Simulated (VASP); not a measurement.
# Hf8HO16 (a cell with a defect) in VASP: a series of runs, part 2 of 2

VASP 6.6.1. The steps go on from the part before.

## Step 3: Single point, PBE

INCAR

```
SYSTEM = Hf8HO16
ALGO     = Normal         ! electronic algorithm
EDIFF    = 1E-6           ! SCF threshold, eV
ENCUT    = 520            ! plane-wave cutoff, eV
GGA      = PE             ! functional
GGA_COMPAT= .FALSE.      
ISIF     = 2              ! what is computed and relaxed
ISMEAR   = -1             ! smearing method
LASPH    = .TRUE.         ! aspherical terms in the spheres
LCHARG   = .FALSE.        ! write CHGCAR
LREAL    = .FALSE.        ! projectors in reciprocal space
LWAVE    = .FALSE.        ! write WAVECAR
NBANDS   = 106            ! bands
NELECT   = 178.0        
NELM     = 120            ! most SCF steps
PREC     = Accurate       ! precision mode
SIGMA    = 0.01           ! smearing width, eV
```

KPOINTS

```
k-points
0
G
  1 1 1
  0 0 0
```

POSCAR

```
Hf8HO16
1.0
    0.0000000000      5.0697034800      5.1017273300
    5.2943205200      0.0000000000      5.1017273300
    5.2943205200      5.0697034800      0.0000000000
Hf O H
8 16 1
Direct
    0.2797796149     -0.0006288670      0.0097548728
    0.7452476793      0.5341437067      0.4893785714
    0.2982086664      0.4762017919      0.9768653148
    0.7813581935      0.9786413948      0.4838864161
    0.2336046686      0.0544944211      0.4789506148
    0.7693568247      0.5422703100      0.0020441094
    0.2832047873      0.5412081474      0.4289206880
    0.7791561533      1.0256462998      0.9442489797
    0.0746220790      0.3041902085     -0.0012450064
    0.5228140091      0.8286564938      0.5565869897
    0.4183472087      0.4606299906      0.6627791376
    0.8793500330      0.9086345867      0.2064722486
    0.1319152559      0.3989682713      0.3464221872
    0.6135829247      0.9180300947      0.8290284684
    0.3492915245      0.6639837184      0.0763158129
    0.8695715676      0.1503431914      0.5902889606
    0.1447097634      0.8990380999      0.3676957471
    0.6720826832      0.3821504524      0.8700984386
    0.4273381559      0.1273039912      0.1170151797
    0.9318305285      0.6140756891      0.6184301585
    0.1460035684      0.0764599085      0.7751305804
    0.5727185181      0.6905849835      0.2463384576
    0.0042420585      0.7192736767      0.9020935918
    0.5597323201      0.2735440831      0.3525415472
    0.8651731080      0.4156734715      0.2596086514
```

Potentials or basis: VASP PAW PBE potentials, release 64 (Hf_pv, O, H).

The run is started by

```bash
$ cat potpaw_PBE.64/Hf_pv/POTCAR potpaw_PBE.64/O/POTCAR potpaw_PBE.64/H/POTCAR > POTCAR
$ mpirun -np 1 vasp_gam > vasp.out
```

OUTCAR:

```text
SYSTEM = Hf8HO16
   EDIFF = 1E-6
   ENCUT = 520
   GGA = PE
   ISIF = 2
   ISMEAR = -1
   LASPH = .TRUE.
   LREAL = .FALSE.
   NELECT = 178.0
   NELM = 120
   PREC = Accurate

 ion  position               nearest neighbor table
   1  0.280  0.999  0.010-   9 1.97  14 2.05  21 2.07  15 2.08  17 2.14  19 2.28  22 2.71  12 2.77
                             7 3.16   3 3.45   6 3.47   8 3.47   5 3.51   4 3.58   8 3.76   4 3.80
   2  0.745  0.534  0.489-  25 1.93  10 2.10  22 2.16  11 2.25  18 2.28  16 2.30  13 2.31  20 2.37
                            12 2.75   4 3.38   3 3.44   6 3.46   8 3.48   7 3.53   5 3.55   7 3.70
   3  0.298  0.476  0.977-  11 2.07  19 2.08  23 2.09  15 2.09  13 2.24  18 2.24   9 2.40   5 3.35
                             8 3.43   2 3.44   1 3.45   6 3.51   7 3.53   6 3.75   7 3.84
[... 355 lines left out ...]
  external PRESSURE =      37.3875427 kB  Pullay stress =       0.0000000 kB

 VOLUME and BASIS-vectors are now :
 -----------------------------------------------------------------------------
  energy-cutoff  :      520.00
  volume of cell :      273.87
      direct lattice vectors                 reciprocal lattice vectors
     0.000000000  5.069703480  5.101727330    -0.094440825  0.098625097  0.098006022
     5.294320520  0.000000000  5.101727330     0.094440825 -0.098625097  0.098006022
     5.294320520  5.069703480  0.000000000     0.094440825  0.098625097 -0.098006022

 POSITION                                       TOTAL-FORCE (eV/Angst)
 -----------------------------------------------------------------------------------
      5.34264      1.46785      6.52588         0.015504      0.033268     -0.004885
      5.41885      6.25919      6.52711         0.056672     -0.041524     -0.068907
      7.69300      6.46425      3.95083        -0.036038      0.031394     -0.029746
      7.74309      6.41442      8.97904        -0.042686      0.030499     -0.029885
      2.82423      3.61244      1.46980         0.064421     -0.022364      0.002214
      2.88177      3.91077      6.69156         0.041561      0.050585      0.113927
[... 17 lines left out ...]
      3.31470      4.62496      4.25115         0.052169      0.065436     -0.000500
      3.57516      5.70231      6.53453         0.005561     -0.020398     -0.007758
 -----------------------------------------------------------------------------------
    total drift:                                0.000558      0.000442      0.000171

  FREE ENERGIE OF THE ION-ELECTRON SYSTEM (eV)
  ---------------------------------------------------
  free  energy   TOTEN  =      -237.0782494103 eV

  energy  without entropy=     -237.0782494103  energy(sigma->0) =     -237.07824941
```

OSZICAR:

```text
N       E                     dE             d eps       ncg     rms          rms(c)
DAV:   1     0.177582804262E+04    0.17758E+04   -0.11703E+05   220   0.179E+03
DAV:   2    -0.120571683441E+03   -0.18964E+04   -0.18223E+04   294   0.490E+02
DAV:   3    -0.278572256669E+03   -0.15800E+03   -0.15701E+03   240   0.122E+02
DAV:   4    -0.282145683823E+03   -0.35734E+01   -0.35586E+01   248   0.201E+01
DAV:   5    -0.282217231666E+03   -0.71548E-01   -0.71462E-01   248   0.264E+00    0.146E+02
DAV:   6    -0.237939881024E+03    0.44277E+02   -0.24741E+02   232   0.446E+01    0.124E+02
DAV:   7    -0.237188310378E+03    0.75157E+00   -0.14108E+01   248   0.134E+01    0.733E+01
DAV:   8    -0.237179807928E+03    0.85024E-02   -0.17825E+00   240   0.470E+00    0.145E+01
DAV:   9    -0.237080169051E+03    0.99639E-01   -0.43901E-01   232   0.231E+00    0.509E+00
DAV:  10    -0.237077722429E+03    0.24466E-02   -0.36076E-02   256   0.642E-01    0.120E+00
DAV:  11    -0.237078069194E+03   -0.34676E-03   -0.75108E-03   256   0.359E-01    0.543E-01
DAV:  12    -0.237078195451E+03   -0.12626E-03   -0.17591E-03   280   0.161E-01    0.163E-01
DAV:  13    -0.237078220786E+03   -0.25335E-04   -0.46122E-04   248   0.743E-02    0.509E-02
DAV:  14    -0.237078242959E+03   -0.22173E-04   -0.59210E-05   248   0.306E-02    0.191E-02
DAV:  15    -0.237078249465E+03   -0.65065E-05   -0.16799E-05   224   0.146E-02    0.200E-02
DAV:  16    -0.237078249410E+03    0.54950E-07   -0.15753E-06   160   0.596E-03
   1 F= -.23707825E+03 E0= -.23707825E+03  d E =-.322857E-15
```

stdout:

```text
POSCAR found type information on POSCAR HfO H
 POSCAR found :  3 types and      25 ions
 scaLAPACK will be used
 -----------------------------------------------------------------------------
|                                                                             |
|                                                                             |
|     You have a (more or less) 'large supercell' and for larger cells it     |
|     might be more efficient to use real-space projection operators.         |
|     Therefore, try LREAL= Auto in the INCAR file.                           |
|     Mind: For very accurate calculation, you might also keep the            |
|     reciprocal projection scheme (i.e. LREAL=.FALSE.).                      |
|                                                                             |
 -----------------------------------------------------------------------------

 LDA part: xc-table for (Slater+PW92), standard interpolation
 POSCAR, INCAR and KPOINTS ok, starting setup
 FFT: planning ... GRIDC
 FFT: planning ... GRID_SOFT
 FFT: planning ... GRID
 WAVECAR not read
 entering main loop
 the old and the new charge density differ
 old charge density:   177.00000 new  178.00000
    0.146E+02
```

Run time: 1.7 min. Hardware: 1 thread of AMD EPYC 7R43 (Zen 3), shared host; peak memory 0.36 GiB.

Results:

| Item | Value |
| --- | --- |
| Free energy | -237.0782 eV |
| Largest force | 0.131 eV/Å |

Forces in eV/Å, atoms in the order of the input:
```
Hf   0.016  0.033 -0.005
Hf   0.057 -0.042 -0.069
Hf  -0.036  0.031 -0.030
Hf  -0.043  0.030 -0.030
Hf   0.064 -0.022  0.002
Hf   0.042  0.051  0.114
Hf  -0.055 -0.017  0.094
Hf  -0.053 -0.009  0.028
O    0.006 -0.001 -0.042
O   -0.056 -0.059  0.004
O    0.043 -0.031  0.038
O    0.074 -0.062 -0.008
O   -0.039  0.032 -0.016
O    0.001 -0.003 -0.023
O    0.050  0.021 -0.020
O   -0.002  0.048  0.001
O   -0.016 -0.030  0.007
O   -0.020 -0.027 -0.045
O    0.010 -0.055  0.032
O    0.022 -0.046  0.054
O   -0.071  0.018  0.002
O   -0.101  0.062 -0.036
O    0.049  0.034 -0.046
O    0.052  0.065 -0.001
H    0.006 -0.020 -0.008
```

Levels at points of the mesh, in eV from the Fermi level:
| k point | band 86 | band 87 | band 88 | band 89 | band 90 | band 91 | band 92 | band 93 |
| --- | --- | --- | --- | --- | --- | --- | --- | --- |
| (0.00, 0.00, 0.00) | -1.70 | -1.63 | -1.41 | -0.36 | 2.47 | 3.56 | 3.67 | 3.72 |

Caveat: the k points lie up to 1.06 Å⁻¹ apart; the cell carries a net charge on a neutralising background, which shifts energy and pressure; the cell is charged against a uniform background, so pressure and absolute levels hang on convention; spin-orbit coupling is left out, which moves the levels of the heavy elements.
